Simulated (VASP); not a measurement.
Write the native input for VASP 6.6.1 that does the following.

```yaml
Task: single point
Functional: r2SCAN
Potentials_or_basis: VASP PAW PBE potentials, release 64 (B, N)
Cutoff: 520 eV
k_mesh: 10 × 10 × 10
Occupations: gaussian, width 0.05 eV
Spin: no spin polarisation
Dipole_correction: no
Further_INCAR_settings: ALGO = Normal; EDIFF = 1e-06; NBANDS = 11
```

BN (Qingsongite):

```
B N
1.0
     0.00000    1.86173    1.80750
     1.86173    0.00000    1.80750
     1.86173    1.86173    0.00000
B N
1 1
Direct
  0.00000 0.00000 0.00000
  0.25000 0.25000 0.25000
```

These files were run (other wordings do the same):

POSCAR

```
BN
1.0
    0.0000000000      1.8617250000      1.8075000000
    1.8617250000      0.0000000000      1.8075000000
    1.8617250000      1.8617250000      0.0000000000
B N
1 1
Direct
    0.0000000000      0.0000000000      0.0000000000
    0.2500000000      0.2500000000      0.2500000000
```

INCAR.step1

```
  ALGO = Normal
  EDIFF = 1E-4
  ENCUT = 520
  GGA = PE
  ISMEAR = 0
  LASPH = True
  LCHARG = False
  LREAL = False
  LWAVE = True
  NBANDS = 11
  NELM = 60
  PREC = Accurate
  SIGMA = 0.05
```

INCAR.step2

```
  ALGO = Normal
  EDIFF = 1E-6
  ENCUT = 520
  ISIF = 2
  ISMEAR = 0
  ISTART = 1
  LASPH = True
  LCHARG = False
  LMIXTAU = True
  LREAL = False
  LWAVE = False
  METAGGA = R2SCAN
  NBANDS = 11
  NELM = 60
  PREC = Accurate
  SIGMA = 0.05
```

KPOINTS

```
k-points
0
Gamma
  10 10 10
```

Potentials or basis: VASP PAW PBE potentials, release 64 (B, N).

The run is started by

```bash
$ cat potpaw_PBE.64/B/POTCAR potpaw_PBE.64/N/POTCAR > POTCAR
$ cp INCAR.step1 INCAR
$ mpirun -np 1 vasp_std > vasp.out
$ cp INCAR.step2 INCAR
$ mpirun -np 1 vasp_std > vasp.out
```

It gave:

```
Pressure               : -21.3 GPa
Band gap on the k mesh : 4.40 eV, indirect (least direct gap 8.92 eV)
```

Caveat: the PAW data sets were made with another functional, which shifts forces and pressure a little.

Wall time 2.1 min on 1 thread of AMD EPYC 7R13 (shared host), peak memory 0.1 GiB.
